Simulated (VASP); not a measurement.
Set up this calculation in VASP 6.6.1, as the native input.

```
Task                   : relaxation of shape and atoms at fixed volume
Functional             : PBE
Potentials or basis    : VASP PAW PBE potentials, release 64 (Os)
Cutoff                 : 600 eV
k mesh                 : 9 × 9 × 13
Occupations            : fermi-dirac, width 0.1 eV
Spin                   : no spin polarisation
Dipole correction      : no
Further INCAR settings : ALGO = Normal; EDIFF = 1e-06; IBRION = 2; EDIFFG = -0.005; NSW = 50; ISIF = 4
```

The structure of Os lies in POSCAR:

```
Os
1.0
    4.0128623849      0.0000000000      0.0000000000
   -2.0064311924      3.4752407672      0.0000000000
    0.0000000000      0.0000000000      2.5268819339
Os
3
Direct
    0.0000000000      0.0000000000      0.0000000000
    0.3333333333      0.6666666667      0.5000000000
    0.6666666667      0.3333333333      0.5000000000
```

This isn't the form of Os at room conditions, which is hcp.

These files were run (other wordings do the same):

INCAR

```
SYSTEM = Os
PREC = Accurate
ENCUT = 600
EDIFF = 1E-6
ISMEAR = -1
SIGMA = 0.1
LREAL = .FALSE.
LASPH = .TRUE.
NELM = 60
ALGO = Normal
ISIF = 4
LWAVE = .FALSE.
LCHARG = .FALSE.
GGA = PE
IBRION = 2
NSW = 50
EDIFFG = -0.005
```

KPOINTS

```
Automatic mesh
0
G
  9 9 13
  0 0 0
```

Potentials or basis: VASP PAW PBE potentials, release 64 (Os).

Command:

```bash
$ cat potpaw_PBE.64/Os/POTCAR > POTCAR
$ mpirun -np 1 vasp_std > vasp.out
```

It gave:

```
Energy gained by relaxing : 6.7 meV/atom
Ionic steps               : 4
Pressure after relaxing   : 143.0 GPa
Band gap on the k mesh    : zero (bands 12 and 13 overlap by 3.56 eV)
```

Caveat: spin-orbit coupling is left out, which moves the levels of the heavy elements.

It took 97 s on 1 thread of Intel(R) Xeon(R) Platinum 8259CL CPU @ 2.50GHz (Skylake/Cascade Lake), with other jobs on the host, peak memory 0.19 GiB.
